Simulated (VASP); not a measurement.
Set up this calculation in VASP 6.6.1, as the native input.

| Property | Result |
| --- | --- |
| Task | electric field gradients |
| Functional | PBE |
| Potentials or basis | VASP PAW PBE potentials, release 64 (Be, Te) |
| Cutoff | 520 eV |
| k mesh | 13 × 13 × 13 |
| Occupations | fermi-dirac, width 0.05 eV |
| Spin | no spin polarisation |
| Dipole correction | no |
| Further INCAR settings | ALGO = Normal; EDIFF = 1e-08; NBANDS = 11 |

The structure of BeTe (rocksalt type) lies in POSCAR:

```
BeTe
1.0
    0.0000000000      2.7153272397      2.7153272397
    2.7153272397      0.0000000000      2.7153272397
    2.7153272397      2.7153272397      0.0000000000
Be Te
1 1
Direct
    0.0000000000      0.0000000000      0.0000000000
    0.5000000000      0.5000000000      0.5000000000
```

This cell differs from its parent crystal: volume scaled by 1.04.

The input as run:

INCAR

```
ALGO     = Normal         # electronic algorithm
EDIFF    = 1E-8           # SCF threshold, eV
ENCUT    = 520            # plane-wave cutoff, eV
GGA      = PE             # functional
ISIF     = 2              # what is computed and relaxed
ISMEAR   = -1             # smearing method
LASPH    = T              # aspherical terms in the spheres
LCHARG   = F              # write CHGCAR
LEFG     = T            
LREAL    = F              # projectors in reciprocal space
LWAVE    = F              # write WAVECAR
NBANDS   = 11             # bands
NELM     = 60             # most SCF steps
PREC     = Accurate       # precision mode
SIGMA    = 0.05           # smearing width, eV
```

KPOINTS

```
k-points
0
Gamma
  13 13 13
```

Potentials or basis: VASP PAW PBE potentials, release 64 (Be, Te).

The run is started by

```console
$ cat potpaw_PBE.64/Be/POTCAR potpaw_PBE.64/Te/POTCAR > POTCAR
$ mpirun -np 1 vasp_std > vasp.out
```

Results of the run:

- Pressure: -2.4 GPa
- Band gap on the k mesh: zero (band 4 reaches 7.02 eV, above the bottom of band 5 at 5.87 eV)

Caveat: without QUAD_EFG the Cq values of the log hold for a quadrupole moment of 1 mb, not for the nuclei; spin-orbit coupling is left out, which moves the levels of the heavy elements.

Run time: 23 s on 1 thread of AMD EPYC 9R45 96-Core Processor (Zen 5), on a shared host, peak memory 0.16 GiB.
